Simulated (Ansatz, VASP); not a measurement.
Al2Cu in VASP and in Ansatz

The input POSCAR:

```
Al2Cu
1.0
    4.1051820000      0.0000000000      0.0000000000
    0.0000000000      4.1051820000      0.0000000000
    0.0000000000      0.0000000000      2.8913130000
Al Cu
2 1
Direct
    0.5000000000      0.0000000000      0.5000000000
    0.0000000000      0.5000000000      0.5000000000
    0.0000000000      0.0000000000      0.0000000000
```

INCAR.step1

```
SYSTEM = Al2Cu
ALGO = Normal ; EDIFF = 1E-4
ENCUT = 520 ; GGA = PE
ISMEAR = -1 ; LASPH = .True.
LCHARG = .False. ; LREAL = .False.
LWAVE = .True. ; NBANDS = 16
NELM = 60 ; PREC = Accurate
SIGMA = 0.2
```

File INCAR.step2:

```
SYSTEM = Al2Cu
ALGO = Normal ; EDIFF = 1E-7
ENCUT = 520 ; ISIF = 2
ISMEAR = -1 ; ISTART = 1
LASPH = .True. ; LCHARG = .False.
LMIXTAU = .True. ; LREAL = .False.
LWAVE = .False. ; METAGGA = R2SCAN
NBANDS = 16 ; NELM = 60
PREC = Accurate ; SIGMA = 0.2
```

The input KPOINTS:

```
k-points
0
Gamma
  10 10 14
  0 0 0
```

Input for Ansatz:

```yaml
crystal:
  lattice:
    - [4.105182, 0.0, 0.0]
    - [0.0, 4.105182, 0.0]
    - [0.0, 0.0, 2.891313]
  atoms:
    - { symbol: Al, position: [0.5, 0.0, 0.5] }
    - { symbol: Al, position: [0.0, 0.5, 0.5] }
    - { symbol: Cu, position: [0.0, 0.0, 0.0] }
basis:
  ecutwfc: 500
kpoints:
  mp_grid: { grid: [10, 10, 14] }
hamiltonian:
  xc: r2scan
scf:
  occupations: { method: fermi_dirac, width: 0.2 }
output:
  forces: true
  stress: true
  eigenvalues: true
```

Alike in both runs: task single point; functional r2SCAN; k mesh 10 × 10 × 14; occupations fermi-dirac, width 0.2 eV; no spin polarisation.

```csv
,VASP,Ansatz
version,VASP 6.6.1,Ansatz 0.2.0
potentials or method,"VASP PAW PBE potentials, release 64 (Al, Cu), cutoff 520 eV","scalar-relativistic, plane waves, PAW"
valence electrons in the cell,17,25
```

|  | VASP | Ansatz | Ansatz less VASP |
| --- | --- | --- | --- |
| gap on the k mesh at the Fermi level (eV) | none | none | - |
| pressure (GPa) | -2.0 | -1.9 | +0.07 |
| traceless stress, the component that is largest in VASP (GPa) | -0.80 | -0.82 | -0.022 |

VASP's potentials were made for PBE, not for r2SCAN. A gap of «none» marks a metal or a gap that the smearing closes. VASP's potentials hold 17 valence electrons a cell and Ansatz's 25, so a difference there can come from the potentials and not from the codes.
